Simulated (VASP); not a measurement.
# MgS (F-43m) in VASP: further runs, part 2 of 2

VASP 6.6.1. The steps go on from the part before.

## Step 5: Single point, r2SCAN+D4

Contents of POSCAR:

```
MgS
1.0
    0.0000000000      2.8331200468      2.8331200468
    2.8331200468      0.0000000000      2.8331200468
    2.8331200468      2.8331200468      0.0000000000
S Mg
1 1
Direct
    0.2500000000      0.2500000000      0.2500000000
    0.0000000000      0.0000000000      0.0000000000
```

Contents of INCAR.step1:

```
SYSTEM = MgS
  PREC = Accurate
  ENCUT = 520
  ISMEAR = -1
  SIGMA = 0.05
  LREAL = .FALSE.
  LASPH = .TRUE.
  NELM = 100
  NBANDS = 11
  GGA = PE
  ALGO = Normal
  EDIFF = 1E-4
  LWAVE = .TRUE.
  LCHARG = .FALSE.
```

Contents of INCAR.step2:

```
SYSTEM = MgS
  PREC = Accurate
  ENCUT = 520
  EDIFF = 1E-6
  ISMEAR = -1
  SIGMA = 0.05
  LREAL = .FALSE.
  LASPH = .TRUE.
  NELM = 100
  ALGO = Normal
  ISIF = 2
  LWAVE = .FALSE.
  LCHARG = .FALSE.
  METAGGA = R2SCAN
  LMIXTAU = .TRUE.
  IVDW = 13
  VDW_S6 = 1.0
  VDW_S8 = 0.6018749
  VDW_A1 = 0.51559235
  VDW_A2 = 5.77342911
  NBANDS = 11
  ISTART = 1
```

Contents of KPOINTS:

```
Automatic mesh
0
G
  8 8 8
  0 0 0
```

Potentials or basis: VASP PAW PBE potentials, release 64 (S, Mg).

On the command line:

```sh
> cat potpaw_PBE.64/S/POTCAR potpaw_PBE.64/Mg/POTCAR > POTCAR
> cp INCAR.step1 INCAR
> mpirun -np 1 vasp_std > vasp.out
> cp INCAR.step2 INCAR
> mpirun -np 1 vasp_std > vasp.out
```

OUTCAR:

```text
SYSTEM = MgS
   PREC = Accurate
   ENCUT = 520
   EDIFF = 1E-6
   ISMEAR = -1
   LREAL = .FALSE.
   LASPH = .TRUE.
   NELM = 100
   ISIF = 2
   METAGGA = R2SCAN
   IVDW = 13
   ISTART = 1

 ion  position               nearest neighbor table
   1  0.250  0.250  0.250-   2 2.45   2 2.45   2 2.45   2 2.45
   2  0.000  0.000  0.000-   1 2.45   1 2.45   1 2.45   1 2.45

  LATTYP: Found a face centered cubic cell.
 ALAT       =     5.6662400936

  Lattice vectors:

 A1 = (   0.0000000000,   2.8331200468,   2.8331200468)
 A2 = (   2.8331200468,   0.0000000000,   2.8331200468)
 A3 = (   2.8331200468,   2.8331200468,   0.0000000000)

Analysis of symmetry for initial positions (statically):
=====================================================================
 Subroutine PRICEL returns:
 Original cell was already a primitive cell.

 Routine SETGRP: Setting up the symmetry group for a
 face centered cubic supercell.

 Subroutine GETGRP returns: Found 24 space group operations
 (whereof 24 operations were pure point group operations)
 out of a pool of 48 trial point group operations.

The static configuration has the point symmetry T_d .
[... 172 lines left out ...]
      3       0.7543      2.00000
      4       0.7543      2.00000
      5       4.8710      0.00000
      6       9.3422      0.00000
      7       9.3422      0.00000
      8       9.3422      0.00000
      9      12.2046      0.00000
     10      12.2046      0.00000
     11      15.4378      0.00000
[... 309 lines left out ...]
 k-point    24 :      -0.3750    0.2500    0.1250
  band No.  band energies     occupation
      1     -10.1711      2.00000
      2      -2.0240      2.00000
      3      -0.5384      2.00000
      4       0.1037      2.00000
      5       7.3374      0.00000
      6       7.8884      0.00000
      7      10.2071      0.00000
      8      10.2423      0.00000
      9      12.9494      0.00000
     10      14.4028      0.00000
     11      15.7461      0.00000

 [... further k-points ...]

------------------------ aborting loop because EDIFF is reached ----------------------------------------

  DFT-D4 for vdW energy calculation

  Edisp (eV):   -0.17288

  FORCE on cell =-STRESS in cart. coord.  units (eV):
  Direction    XX          YY          ZZ          XY          YZ          ZX
  --------------------------------------------------------------------------------------
  -------------------------------------------------------------------------------------
  Total      -0.28410    -0.28410    -0.28410     0.00000     0.00000    -0.00000
  in kB     -10.00839   -10.00839   -10.00839     0.00000     0.00000    -0.00000
  external pressure =      -10.01 kB  Pullay stress =        0.00 kB

 VOLUME and BASIS-vectors are now :
 -----------------------------------------------------------------------------
  energy-cutoff  :      520.00
  volume of cell :       45.48
      direct lattice vectors                 reciprocal lattice vectors
     0.000000000  2.833120047  2.833120047    -0.176483874  0.176483874  0.176483874
     2.833120047  0.000000000  2.833120047     0.176483874 -0.176483874  0.176483874
     2.833120047  2.833120047  0.000000000     0.176483874  0.176483874 -0.176483874

 POSITION                                       TOTAL-FORCE (eV/Angst)
 -----------------------------------------------------------------------------------
      1.41656      1.41656      1.41656         0.000000      0.000000      0.000000
      0.00000      0.00000      0.00000        -0.000000     -0.000000     -0.000000
 -----------------------------------------------------------------------------------
    total drift:                               -0.000003     -0.000003     -0.000003

  FREE ENERGIE OF THE ION-ELECTRON SYSTEM (eV)
  ---------------------------------------------------
  free  energy   TOTEN  =       -15.6233226635 eV

  energy  without entropy=      -15.6233226635  energy(sigma->0) =      -15.62332266
```

OUTCAR.step1:

```text
SYSTEM = MgS
   PREC = Accurate
   ENCUT = 520
   ISMEAR = -1
   LREAL = .FALSE.
   LASPH = .TRUE.
[... 557 lines left out ...]
      1.41656      1.41656      1.41656        -0.000000     -0.000000     -0.000000
      0.00000      0.00000      0.00000         0.000000      0.000000      0.000000
 -----------------------------------------------------------------------------------
    total drift:                                0.000000      0.000000      0.000000

  FREE ENERGIE OF THE ION-ELECTRON SYSTEM (eV)
  ---------------------------------------------------
  free  energy   TOTEN  =        -8.4712493557 eV

  energy  without entropy=       -8.4712493557  energy(sigma->0) =       -8.47124936
```

Run time: 2.5 min. Hardware: 1 thread of Intel Xeon 8259CL, shared host; peak memory 0.18 GiB.

Results:

* Free energy: -15.6233 eV
* Pressure: -1.0 GPa
* Band gap on the k mesh: 4.12 eV, direct
* Dispersion energy per atom: -0.086 eV

Caveat: the PAW data sets were made with another functional, which shifts forces and pressure a little. r2SCAN opens gaps a little over a GGA but as a rule still falls short of measured ones.

## Step 6: Single point, LDA

Contents of INCAR:

```
ALGO = Normal
EDIFF = 1E-7
ENCUT = 520
GGA = CA
ISIF = 2
ISMEAR = -1
LASPH = T
LCHARG = F
LREAL = F
LWAVE = F
NBANDS = 11
NELM = 80
PREC = Accurate
SIGMA = 0.05
```

Contents of KPOINTS:

```
k-points
0
Gamma
  8 8 8
```

POSCAR is that of step 5.

Potentials or basis: VASP PAW LDA potentials, release 64 (S, Mg).

On the command line:

```sh
> cat potpaw_LDA.64/S/POTCAR potpaw_LDA.64/Mg/POTCAR > POTCAR
> mpirun -np 1 vasp_std > vasp.out
```

OUTCAR:

```text
EDIFF = 1E-7
   ENCUT = 520
   GGA = CA
   ISIF = 2
   ISMEAR = -1
   LASPH = T
   LREAL = F
   NELM = 80
   PREC = Accurate

 ion  position               nearest neighbor table
   1  0.250  0.250  0.250-   2 2.45   2 2.45   2 2.45   2 2.45
   2  0.000  0.000  0.000-   1 2.45   1 2.45   1 2.45   1 2.45

  LATTYP: Found a face centered cubic cell.
 ALAT       =     5.6662400936

  Lattice vectors:

 A1 = (   0.0000000000,   2.8331200468,   2.8331200468)
[... 512 lines left out ...]
      5       6.7340      0.00000
      6       7.1478      0.00000
      7       9.4118      0.00000
      8       9.5604      0.00000
      9      12.0574      0.00000
     10      13.5072      0.00000
     11      14.9319      0.00000

 [... further k-points ...]
[... 5 lines left out ...]
  --------------------------------------------------------------------------------------
  -------------------------------------------------------------------------------------
  Total       -0.7157900     -0.7157900     -0.7157900      0.0000000      0.0000000     -0.0000000
  in kB      -25.2157162    -25.2157162    -25.2157162      0.0000000      0.0000000     -0.0000000
  external PRESSURE =     -25.2157162 kB  Pullay stress =       0.0000000 kB

 VOLUME and BASIS-vectors are now :
 -----------------------------------------------------------------------------
  energy-cutoff  :      520.00
  volume of cell :       45.48
      direct lattice vectors                 reciprocal lattice vectors
     0.000000000  2.833120047  2.833120047    -0.176483874  0.176483874  0.176483874
     2.833120047  0.000000000  2.833120047     0.176483874 -0.176483874  0.176483874
     2.833120047  2.833120047  0.000000000     0.176483874  0.176483874 -0.176483874

 POSITION                                       TOTAL-FORCE (eV/Angst)
 -----------------------------------------------------------------------------------
      1.41656      1.41656      1.41656         0.000000      0.000000     -0.000000
      0.00000      0.00000      0.00000        -0.000000     -0.000000      0.000000
 -----------------------------------------------------------------------------------
    total drift:                               -0.000000     -0.000000     -0.000000

  FREE ENERGIE OF THE ION-ELECTRON SYSTEM (eV)
  ---------------------------------------------------
  free  energy   TOTEN  =        -9.3781402950 eV

  energy  without entropy=       -9.3781402949  energy(sigma->0) =       -9.37814029
```

Wall time 24 s (1 thread of Intel Xeon 8259CL, shared host); peak memory 0.15 GiB.

Results:

| Item | Value |
| --- | --- |
| Free energy | -9.3781 eV |
| Pressure | -2.5 GPa |
| Band gap on the k mesh | 3.18 eV, direct |

A k mesh can miss the band edges. LDA gaps usually lie below the measured ones, often by a third to a half.

## Step 7: Overview

| task | level | potentials or basis | cell | cutoff (eV) | smearing | gap on the mesh (eV) | pressure (GPa) |
| --- | --- | --- | --- | --- | --- | --- | --- |
| relaxation of cell and atoms | PBEsol | VASP PAW PBE potentials, release 64 (S, Mg) | relaxed to 20 GPa | 600 | fermi-dirac 0.05 eV | 3.42 | 20.0 |
| relaxation of cell and atoms | PBEsol | VASP PAW PBE potentials, release 64 (S, Mg) | relaxed to 30 GPa | 600 | fermi-dirac 0.05 eV | 3.29 | 30.0 |
| single point | LDA | VASP PAW LDA potentials, release 64 (S, Mg) | as given | 520 | gaussian 0.02 eV | 3.18 | -2.5 |
| single point | r2SCAN+D4 | VASP PAW PBE potentials, release 64 (S, Mg) | as given | 520 | fermi-dirac 0.05 eV | 4.12 | -1.0 |
| single point | LDA | VASP PAW LDA potentials, release 64 (S, Mg) | as given | 520 | fermi-dirac 0.05 eV | 3.18 | -2.5 |

Alike in all rows: no spin polarisation; k mesh 8 × 8 × 8.

Caveats: the PAW data sets were made with another functional, which shifts forces and pressure a little (some runs); the cell is relaxed towards a set pressure, so the enthalpy falls and the energy may rise (some runs).

Total energies depend on the potentials used, so only differences within one code and one set of settings carry meaning.
